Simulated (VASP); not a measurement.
Here is a VASP 6.6.1 calculation.

File INCAR:

```
PREC = Accurate ; ENCUT = 520
EDIFF = 1E-6 ; ISMEAR = 0
SIGMA = 0.1 ; LREAL = F
LASPH = T ; NELM = 200
ALGO = Normal ; ISIF = 2
LWAVE = F ; LCHARG = T
ISPIN = 2 ; MAGMOM = 0 0 0 0 0 0 0 0 0 0 0 0 1 1
LORBIT = 11 ; LDIPOL = T
IDIPOL = 3 ; DIPOL = 0.5 0.5 0.301
GGA = PE ; LELF = T
LVHAR = T ; LVACPOTAV = T
NBANDS = 41 ; GGA_COMPAT = F
NELMDL = -8
```

File KPOINTS:

```
regular mesh
0
Gamma
  5 5 1
```

File POSCAR:

```
Al6O
1.0
    5.7135165838      0.0000000000      0.0000000000
    0.0000000000      5.7135165838      0.0000000000
    0.0000000000      0.0000000000     22.1746954225
Al O
12 2
Direct
    0.2500000000      0.2500000000      0.1803857922
    0.2500000000      0.7500000000      0.1803857922
    0.7500000000      0.2500000000      0.1803857922
    0.7500000000      0.7500000000      0.1803857922
    0.0000000000      0.0000000000      0.2744050915
    0.0000000000      0.5000000000      0.2744050915
    0.5000000000      0.0000000000      0.2744050915
    0.5000000000      0.5000000000      0.2744050915
    0.2500000000      0.2500000000      0.3686497274
    0.2500000000      0.7500000000      0.3686497274
    0.7500000000      0.2500000000      0.3686497274
    0.7500000000      0.7500000000      0.3686497274
    0.1511116898      0.2500000000      0.4624503393
    0.3488883102      0.2500000000      0.4624503393
```

Potentials or basis: VASP PAW PBE potentials, release 64 (Al, O).

Run with:

```bash
$ cat potpaw_PBE.64/Al/POTCAR potpaw_PBE.64/O/POTCAR > POTCAR
$ mpirun -np 1 vasp_std > vasp.out
```

Question: Estimate the largest force.

Answer: 17.277 eV/Å.

Question: What does it give for the net moment?

Answer: -1.15 μB per cell.

Forces on the atoms (eV/Å):
```
Al    0.000   0.000   0.136
Al    0.000   0.000   0.052
Al    0.000   0.000   0.072
Al    0.000   0.000  -0.085
Al   -0.026  -0.056  -0.005
Al   -0.026   0.056  -0.005
Al    0.026  -0.056  -0.005
Al    0.026   0.056  -0.005
Al    0.000   0.000   0.217
Al    0.000   0.000  -0.241
Al    0.000   0.000  -0.211
Al    0.000   0.000   0.032
O   -17.277   0.000   0.024
O    17.277   0.000   0.024
```

Caveat: the standard files for N, O and F lose accuracy on very short bonds.
